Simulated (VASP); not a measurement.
Here is a VASP 6.6.1 calculation.

Contents of INCAR:

```
PREC = Accurate ; ENCUT = 520
EDIFF = 1E-6 ; ISMEAR = 0
SIGMA = 0.1 ; LREAL = False
LASPH = True ; NELM = 60
ALGO = Normal ; ISIF = 2
LWAVE = False ; LCHARG = True
LDIPOL = True ; IDIPOL = 3
DIPOL = 0.5 0.5 0.500 ; GGA = PE
LELF = True ; LVHAR = True
LVACPOTAV = True ; NBANDS = 8
```

The input KPOINTS:

```
Automatic mesh
0
Gamma
  8 6 1
```

The input POSCAR:

```
Si
1.0
    1.9776740000      0.0000000000      0.0000000000
    0.0000000000      3.1525960000      0.0000000000
    0.0000000000      0.0000000000     14.0000000000
Si
1
Direct
    0.5000000000      0.5000000000      0.5000000000
```

Potentials or basis: VASP PAW PBE potentials, release 64 (Si).

Launch:

```bash
$ cat potpaw_PBE.64/Si/POTCAR > POTCAR
$ mpirun -np 1 vasp_std > vasp.out
```

Question: Estimate the band gap on the k mesh.

Answer: Zero (band 2 reaches -0.40 eV, above the bottom of band 3 at -4.46 eV).

Caveat: the k points lie up to 0.40 Å⁻¹ apart.
